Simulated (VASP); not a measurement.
# Mg (P6_3/mmc) in VASP: notebook

Mg is run at these levels: PBE, PBE+D3(BJ), PBEsol; tasks: single point.

Everything below comes from runs of VASP 6.6.1. Logs are shortened: lines on timing, memory, paths and dates and some standing lists are left out, and cuts for length are marked.

### 1 The cell of the first run

Symmetry: P6_3/mmc, No. 194, hexagonal system. The conventional cell has a = 3.209 Å, b = 3.209 Å, c = 5.210 Å, α = 90.00°, β = 90.00°, γ = 120.00°. Mg (site symmetry -6m2) has 12 Mg at 3.20 to 3.21 Å within 4.2 Å.

### 2 Single point, PBE

INCAR

```
PREC = Accurate ; ENCUT = 520
EDIFF = 1E-6 ; ISMEAR = -1
SIGMA = 0.02 ; LREAL = False
LASPH = True ; NELM = 100
ALGO = Normal ; ISIF = 2
LWAVE = False ; LCHARG = False
GGA = PE ; NBANDS = 9
```

KPOINTS

```
Automatic mesh
0
Gamma
  7 7 4
```

POSCAR

```
Mg
1.0
    3.2093000000      0.0000000000      0.0000000000
   -1.6046500000      2.7793353284      0.0000000000
    0.0000000000      0.0000000000      5.2103000000
Mg
2
Direct
    0.6666666667      0.3333333333      0.7500000000
    0.3333333333      0.6666666667      0.2500000000
```

Potentials or basis: VASP PAW PBE potentials, release 64 (Mg).

On the command line:

```sh
$ cat potpaw_PBE.64/Mg/POTCAR > POTCAR
$ mpirun -np 1 vasp_std > vasp.out
```

OUTCAR:

```text
PREC = Accurate
   ENCUT = 520
   EDIFF = 1E-6
   ISMEAR = -1
   LREAL = False
   LASPH = True
   NELM = 100
   ISIF = 2
   GGA = PE

 ion  position               nearest neighbor table
   1  0.667  0.333  0.750-   2 3.20   2 3.20   2 3.20   2 3.20   2 3.20   2 3.20
   2  0.333  0.667  0.250-   1 3.20   1 3.20   1 3.20   1 3.20   1 3.20   1 3.20

  LATTYP: Found a hexagonal cell.
 ALAT       =     3.2093000000
 C/A-ratio  =     1.6235004518

  Lattice vectors:

 A1 = (   3.2093000000,   0.0000000000,   0.0000000000)
 A2 = (  -1.6046500000,   2.7793353284,   0.0000000000)
 A3 = (   0.0000000000,   0.0000000000,   5.2103000000)

Analysis of symmetry for initial positions (statically):
=====================================================================
 Subroutine PRICEL returns:
 Original cell was already a primitive cell.

 Routine SETGRP: Setting up the symmetry group for a
 hexagonal supercell.

 Subroutine GETGRP returns: Found 24 space group operations
 (whereof 12 operations were pure point group operations)
 out of a pool of 24 trial point group operations.

The static configuration has the point symmetry D_3d.
 The point group associated with its full space group is D_6h.

Analysis of symmetry for dynamics (positions and initial velocities):
=====================================================================
 Subroutine PRICEL returns:
 Original cell was already a primitive cell.

 Routine SETGRP: Setting up the symmetry group for a
 hexagonal supercell.

 Subroutine GETGRP returns: Found 24 space group operations
 (whereof 12 operations were pure point group operations)
 out of a pool of 24 trial point group operations.

The dynamic configuration has the point symmetry D_3d.
 The point group associated with its full space group is D_6h.

 Subroutine INISYM returns: Found 24 space group operations
 (whereof 12 operations are pure point group operations),
 and found     1 'primitive' translations

----------------------------------------------------------------------------------------

                                     Primitive cell

  volume of cell :      46.4744

  direct lattice vectors                    reciprocal lattice vectors
     3.209300000  0.000000000  0.000000000     0.311594429  0.179899127  0.000000000
    -1.604650000  2.779335328  0.000000000     0.000000000  0.359798255  0.000000000
     0.000000000  0.000000000  5.210300000     0.000000000  0.000000000  0.191927528

  length of vectors
     3.209300000  3.209300000  5.210300000     0.359798255  0.359798255  0.191927528

  position of ions in fractional coordinates (direct lattice)
     0.666666667  0.333333333  0.750000000
     0.333333333  0.666666667  0.250000000

  ion indices of the primitive-cell ions
   primitive index   ion index
                 1           1
                 2           2

----------------------------------------------------------------------------------------

 KPOINTS: Automatic mesh

Automatic generation of k-mesh.
 Grid dimensions read from file:
 generate k-points for:    7    7    4

 Generating k-lattice:

  Cartesian coordinates                     Fractional coordinates (reciprocal lattice)
     0.044513490  0.025699875  0.000000000     0.142857143 -0.000000000  0.000000000
     0.000000000  0.051399751  0.000000000     0.000000000  0.142857143  0.000000000
     0.000000000  0.000000000  0.047981882     0.000000000  0.000000000  0.250000000

  Length of vectors
     0.051399751  0.051399751  0.047981882

  Shift w.r.t. Gamma in fractional coordinates (k-lattice)
     0.000000000  0.000000000  0.000000000

 Subroutine IBZKPT returns following result:
 ===========================================

 Found     24 irreducible k-points:

 Following reciprocal coordinates:
            Coordinates               Weight
  0.000000  0.000000  0.000000      1.000000
  0.142857  0.000000  0.000000      6.000000
  0.285714  0.000000  0.000000      6.000000
  0.428571  0.000000  0.000000      6.000000
  0.142857  0.142857  0.000000      6.000000
  0.285714  0.142857  0.000000     12.000000
[... 16 lines left out ...]
  0.428571  0.142857  0.500000      6.000000
  0.285714  0.285714  0.500000      6.000000
   k-points           NKPTS =     24   k-points in BZ     NKDIM =     24   number of bands    NBANDS=      9
   number of dos      NEDOS =    301   number of ions     NIONS =      2
   total plane-waves  NPLWV =  23040
   dimension x,y,z NGX =    24 NGY =   24 NGZ =   40
   dimension x,y,z NGXF=    48 NGYF=   48 NGZF=   80
   ions per type =               2
   NGX,Y,Z   is equivalent  to a cutoff of  12.43, 12.43, 12.76 a.u.
   NGXF,Y,Z  is equivalent  to a cutoff of  24.86, 24.86, 25.53 a.u.
 SYSTEM =  unknown system
   PREC   = accura    normal or accurate (medium, high low for compatibility)
   ISTART =      0    job   : 0-new  1-cont  2-samecut
   ICHARG =      2    charge: 1-file 2-atom 10-const
   ISPIN  =      1    spin polarized calculation?
   LNONCOLLINEAR =      F non collinear calculations
   LSORBIT =      F    spin-orbit coupling
   LASPH  =      T    aspherical Exc in radial PAW
   ENCUT  =  520.0 eV  38.22 Ry    6.18 a.u.   5.97  5.97  9.69*2*pi/ulx,y,z
   NELM   =    100;   NELMIN=  2; NELMDL= -5     # of ELM steps
   EDIFF  = 0.1E-05   stopping-criterion for ELM
   LREAL  =      F    real-space projection
   EDIFFG = 0.1E-04   stopping-criterion for IOM
   NSW    =      0    number of steps for IOM
   IBRION =     -1    ionic relax: 0-MD 1-quasi-New 2-CG
   NFREE  =      0    steps in history (QN), initial steepest desc. (CG)
   ISIF   =      2    stress and relaxation
   ISYM   =      2    0-nonsym 1-usesym 2-fastsym
   POTIM  = 0.5000    time-step for ionic-motion
   TEBEG  =    0.0;   TEEND  =   0.0 temperature during run
   PSTRESS=    0.0 pullay stress
   NELECT =       4.0000    total number of electrons
   NUPDOWN=      -1.0000    fix difference up-down
   EMIN   =  10.00;   EMAX   =-10.00  energy-range for DOS
   EFERMI =   0.00;   METHOD = LEGACY
   ISMEAR =    -1;   SIGMA  =   0.02  broadening in eV -4-tet -1-fermi 0-gaus
   EFERMI_NEDOS =   21; number of points for ismear=-14 and -15
   IALGO  =     38    algorithm
   IMIX   =      4    mixing-type and parameters
     AMIX     =   0.40;   BMIX     =  1.00
     AMIX_MAG =   1.60;   BMIX_MAG =  1.00
  volume/ion in A,a.u.               =      23.24       156.81
  Fermi-wavevector in a.u.,A,eV,Ry     =   0.722809  1.365911  7.108401  0.522453
  Thomas-Fermi vector in A             =   1.812866
   LORBIT       =      0    0 simple, 1 ext, 2 COOP (PROOUT), +10 PAW based schemes
   GGA     = PE    functional components
   LHFCALC =     F    Hartree Fock is set to
   AEXX    =    0.0000 exact exchange contribution
   IVDW    =     0    specifies the selected vdW correction
   LEPSILON=     F    determine dielectric tensor
   LRPA    =     F    only Hartree local field effects (RPA)
 non-spin polarized calculation
  energy-cutoff  :      520.00
  volume of cell :       46.47
 maximum number of plane-waves:      1268
 NGX is ok and might be reduce to    24
   NGX = 11   NGY = 11   NGZ = 19

 number of electron       4.0000000 magnetization

 Free energy of the ion-electron system (eV)
  ---------------------------------------------------
  ext. energy  EPLUGINS =         0.00000000
  ---------------------------------------------------
  free energy    TOTEN  =        -3.03282211 eV

  energy without entropy =       -3.03102829  energy(sigma->0) =       -3.03192520

 E-fermi :   2.5408     XC(G=0):  -8.4533

 val. band max:        2.4573504701   @ k =   0.1429   0.1429   0.0000
 cond. band min:       2.5467906696   @ k =   0.4286   0.0000   0.2500
 fundamental gap:      0.0894401995
 Fermi energy:         2.5408011350

 k-point     1 :       0.0000    0.0000    0.0000
  band No.  band energies     occupation
      1      -4.3093      2.00000
      2       0.9086      2.00000
      3       1.3260      2.00000
      4      13.4393      0.00000
      5      13.4393      0.00000
      6      13.5270      0.00000
      7      13.5270      0.00000
      8      14.3320      0.00000
      9      15.8806      0.00000

 k-point     2 :       0.1429    0.0000    0.0000
  band No.  band energies     occupation
      1      -3.9113      2.00000
      2       1.2732      2.00000
      3       1.7116      2.00000
      4       9.3638      0.00000
      5      11.4743      0.00000
      6      12.1890      0.00000
      7      14.0648      0.00000
      8      14.6805      0.00000
      9      15.8005      0.00000

 k-point     3 :       0.2857    0.0000    0.0000
  band No.  band energies     occupation
      1      -2.7274      2.00000
      2       2.3687      1.99963
      3       2.7956      0.00001
      4       5.4382      0.00000
      5       9.9312      0.00000
      6      10.0939      0.00000
      7      10.1358      0.00000
      8      12.1030      0.00000
      9      14.5880      0.00000

 k-point     4 :       0.4286    0.0000    0.0000
  band No.  band energies     occupation
      1      -0.7870      2.00000
      2       1.8314      2.00000
      3       4.1937      0.00000
      4       4.8883      0.00000
      5       6.7954      0.00000
      6       7.3003      0.00000
      7       9.4688      0.00000
      8      10.8911      0.00000
      9      13.8284      0.00000
[... 205 lines left out ...]
 k-point    22 :       0.2857    0.1429    0.5000
  band No.  band energies     occupation
      1      -0.2194      2.00000
      2      -0.2194      2.00000
      3       5.0484      0.00000
      4       5.0484      0.00000
      5       7.6676      0.00000
      6       7.6676      0.00000
      7      10.5001      0.00000
      8      10.5001      0.00000
      9      14.8087      0.00000

 k-point    23 :       0.4286    0.1429    0.5000
  band No.  band energies     occupation
      1       1.7510      2.00000
      2       1.7510      2.00000
      3       2.4085      1.99732
      4       2.4085      1.99732
      5       7.3426      0.00000
      6       7.3426      0.00000
      7      12.3582      0.00000
      8      12.3582      0.00000
      9      12.5841      0.00000

 k-point    24 :       0.2857    0.2857    0.5000
  band No.  band energies     occupation
      1       1.6375      2.00000
      2       1.6375      2.00000
      3       3.9922      0.00000
      4       3.9922      0.00000
      5       4.8320      0.00000
      6       4.8320      0.00000
      7      12.1966      0.00000
      8      12.1966      0.00000
      9      14.3767      0.00000

------------------------ aborting loop because EDIFF is reached ----------------------------------------

  FORCE on cell =-STRESS in cart. coord.  units (eV):
  Direction    XX          YY          ZZ          XY          YZ          ZX
  --------------------------------------------------------------------------------------
  -------------------------------------------------------------------------------------
  Total       -0.4077559     -0.4077559      0.4890791      0.0000000      0.0000000     -0.0000000
  in kB      -14.0571342    -14.0571342     16.8607051      0.0000000      0.0000000     -0.0000000
  external PRESSURE =      -3.7511877 kB  Pullay stress =       0.0000000 kB

 VOLUME and BASIS-vectors are now :
 -----------------------------------------------------------------------------
  energy-cutoff  :      520.00
  volume of cell :       46.47
      direct lattice vectors                 reciprocal lattice vectors
     3.209300000  0.000000000  0.000000000     0.311594429  0.179899127  0.000000000
    -1.604650000  2.779335328  0.000000000     0.000000000  0.359798255  0.000000000
     0.000000000  0.000000000  5.210300000     0.000000000  0.000000000  0.191927528

 POSITION                                       TOTAL-FORCE (eV/Angst)
 -----------------------------------------------------------------------------------
      1.60465      0.92645      3.90773         0.000000      0.000000      0.000000
     -0.00000      1.85289      1.30258         0.000000     -0.000000      0.000000
 -----------------------------------------------------------------------------------
    total drift:                                0.000000     -0.000000      0.000000

  FREE ENERGIE OF THE ION-ELECTRON SYSTEM (eV)
  ---------------------------------------------------
  free  energy   TOTEN  =        -3.0328221112 eV

  energy  without entropy=       -3.0310282911  energy(sigma->0) =       -3.03192520
```

Wall time 4.5 s (1 thread of Intel Xeon 6975P-C (Granite Rapids), shared host); peak memory 0.15 GiB.

Results:

| Item | Value |
| --- | --- |
| Free energy | -3.0328 eV |
| Pressure | -0.4 GPa |
| Band gap on the k mesh | zero (band 2 reaches 3.35 eV, above the bottom of band 3 at 1.33 eV) |

Levels at points of the mesh, in eV from the Fermi level:
| k point | band 1 | band 2 | band 3 | band 4 | band 5 | band 6 | band 7 |
| --- | --- | --- | --- | --- | --- | --- | --- |
| (0.00, 0.00, 0.00) | -6.85 | -1.63 | -1.21 | 10.90 | 10.90 | 10.99 | 10.99 |
| (0.00, 0.00, 0.50) | -5.47 | -5.47 | 5.03 | 5.03 | 11.64 | 11.64 | 11.64 |

### 3 Single point, PBE+D3(BJ)

INCAR

```
SYSTEM = Mg
PREC = Accurate
ENCUT = 520
EDIFF = 1E-7
ISMEAR = 1
SIGMA = 0.1
LREAL = .False.
LASPH = .True.
NELM = 80
ALGO = Normal
ISIF = 2
LWAVE = .False.
LCHARG = .False.
GGA = PE
IVDW = 12
NBANDS = 9
```

KPOINTS

```
Automatic mesh
0
Gamma
  10 10 5
  0 0 0
```

POSCAR is that of step 2.

Potentials or basis: VASP PAW PBE potentials, release 64 (Mg).

On the command line:

```sh
$ cat potpaw_PBE.64/Mg/POTCAR > POTCAR
$ mpirun -np 1 vasp_std > vasp.out
```

Run time: 5.8 s. Hardware: 1 thread of Intel Xeon 6975P-C (Granite Rapids), shared host; peak memory 0.17 GiB.

Results (log left out):

- Free energy: -3.5599 eV
- Pressure: -2.4 GPa
- Band gap on the k mesh: zero (band 2 reaches 3.23 eV, above the bottom of band 3 at 1.33 eV)
- Dispersion energy per atom: -0.280 eV

Stress tensor (GPa, compression positive):
```
-2.80  0.00  0.00
 0.00 -2.80  0.00
 0.00  0.00 -1.72
```

Levels at points of the mesh, in eV from the Fermi level:
```csv
k point,band 1,band 2,band 3,band 4,band 5,band 6,band 7
"(0.00, 0.00, 0.00)",-6.89,-1.67,-1.25,10.86,10.86,10.95,10.95
"(0.50, 0.00, 0.00)",-2.13,-2.13,2.63,3.01,3.23,3.65,6.80
```

Caveat: pairwise dispersion overbinds metals, which lowers pressure and volume.

### 4 Single point, PBEsol

This run uses another cell than the first one, of 15.37 Å³/atom, 0.661 times its volume.

INCAR

```
PREC = Accurate
ENCUT = 520
EDIFF = 1E-6
ISMEAR = -1
SIGMA = 0.05
LREAL = False
LASPH = True
NELM = 60
ALGO = Normal
ISIF = 2
LWAVE = False
LCHARG = False
GGA = PS
NBANDS = 9
```

KPOINTS

```
regular mesh
0
Gamma
  10 10 5
```

POSCAR

```
Mg
1.0
    2.7918035000      0.0000000000      0.0000000000
   -1.3959017500      2.4177727534      0.0000000000
    0.0000000000      0.0000000000      4.5537952026
Mg
2
Direct
    0.6666666667      0.3333333333      0.7500000000
    0.3333333333      0.6666666667      0.2500000000
```

On the command line:

```sh
$ cat potpaw_PBE.64/Mg/POTCAR > POTCAR
$ mpirun -np 1 vasp_std > vasp.out
```

Wall time 4.2 s (1 thread of Intel Xeon 6975P-C (Granite Rapids), shared host); peak memory 0.15 GiB.

Results (log left out):

```yaml
Free_energy: -2.4486 eV
Pressure: 30.5 GPa
Band_gap_on_the_k_mesh: zero (band 2 reaches 5.57 eV, above the bottom of band 3 at 3.78 eV)
```

Levels at points of the mesh, in eV from the Fermi level:
| k point | band 1 | band 2 | band 3 | band 4 | band 5 | band 6 |
| --- | --- | --- | --- | --- | --- | --- |
| (0.00, 0.00, 0.00) | -8.94 | -2.49 | -1.38 | 13.39 | 13.39 | 14.22 |
| (0.50, 0.00, 0.00) | -2.97 | -2.57 | 3.00 | 3.26 | 4.49 | 4.49 |

Caveat: the PAW data sets were made with another functional, which shifts forces and pressure a little.

### 5 Summary

```tsv
level	cell	k mesh	smearing	gap on the mesh (eV)	pressure (GPa)
PBE	a = 3.209, b = 3.209, c = 5.210 Å, angles 90.0, 90.0, 120.0°, 2 atoms	7 × 7 × 4	fermi-dirac 0.02 eV	none	-0.4
PBE+D3(BJ)	a = 3.209, b = 3.209, c = 5.210 Å, angles 90.0, 90.0, 120.0°, 2 atoms	10 × 10 × 5	methfessel-paxton 0.1 eV	none	-2.4
PBEsol	a = 2.792, b = 2.792, c = 4.554 Å, angles 90.0, 90.0, 120.0°, 2 atoms	10 × 10 × 5	fermi-dirac 0.05 eV	none	30.5
```

Alike in all rows: task single point; potentials or basis VASP PAW PBE potentials, release 64 (Mg); no spin polarisation; cutoff (eV) 520.

Caveats: pairwise dispersion overbinds metals, which lowers pressure and volume (some runs); the PAW data sets were made with another functional, which shifts forces and pressure a little (some runs).

Total energies depend on the potentials used, so only differences within one code and one set of settings carry meaning.
